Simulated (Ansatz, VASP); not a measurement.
Given: the input of a run of VASP 6.6.1 on Sb.

The input INCAR:

```
SYSTEM = Sb
ALGO = Normal ; EDIFF = 1E-6
EDIFFG = -0.01 ; ENCUT = 600
GGA = PS ; IBRION = 2
ISIF = 3 ; ISMEAR = -1
IVDW = 13 ; LASPH = .True.
LCHARG = .False. ; LREAL = .False.
LWAVE = .False. ; NELM = 80
NSW = 60 ; PREC = Accurate
SIGMA = 0.05
```

File KPOINTS:

```
k-points
0
Gamma
  12 12 12
  0 0 0
```

POSCAR

```
Sb
1.0
   -1.5765401831      1.5765401831      2.7119384313
    1.5765401831     -1.5765401831      2.7119384313
    1.5765401831      1.5765401831     -2.7119384313
Sb
1
Direct
    0.0000000000      0.0000000000      0.0000000000
```

Potentials or basis: VASP PAW PBE potentials, release 64 (Sb).

Run with:

```bash
$ cat potpaw_PBE.64/Sb/POTCAR > POTCAR
$ mpirun -np 1 vasp_std > vasp.out
```

Task: Set up the same calculation for Ansatz 0.2.0. Potentials there: Ansatz PAW.

Result: As run (the cutoff follows the program's own potentials):

input.yaml

```yaml
crystal:
  lattice:
    - [-1.5765401831, 1.5765401831, 2.7119384313]
    - [1.5765401831, -1.5765401831, 2.7119384313]
    - [1.5765401831, 1.5765401831, -2.7119384313]
  atoms:
    - { symbol: Sb, position: [0.0, 0.0, 0.0] }
hamiltonian:
  xc: pbesol
  pseudopotentials: { kind: paw }
  dispersion: d4
kpoints:
  mp_grid: { grid: [12, 12, 12] }
scf:
  occupations: { method: fermi_dirac, width: 0.05 }
output:
  forces: true
  stress: true
  eigenvalues: true
relax:
  f_tol: 0.01
  max_steps: 40
  cell: { stress_tol: 0.05 }
```

Potentials or basis: Ansatz PAW.

Launch:

```bash
$ ansatz run input.yaml --threads 2 --pin off --max-ram 5632MiB --backend cpu --events-out ev --progress --plain --runs-dir out
```

Both were run:

|  | VASP | Ansatz | Ansatz less VASP |
| --- | --- | --- | --- |
| gap on the k mesh at the Fermi level, each at its own relaxed structure (eV) | none | none | - |
| relaxed volume (Å³/atom) | 25.57 | 25.57 | -0.004 |
| relaxed cell length with the largest relative difference (Å) | 3.403 | 3.405 | +0.0013 |

VASP's potentials were made for PBE, not for PBEsol. A gap of «none» marks a metal or a gap that the smearing closes. VASP's potentials hold 5 valence electrons a cell and Ansatz's 15, so a difference there can come from the potentials and not from the codes.

Spin-orbit coupling is off throughout. Noted on Ansatz's run: the plane-wave basis is chosen anew once the cell has moved, so the energies of steps on either side of that aren't comparable.
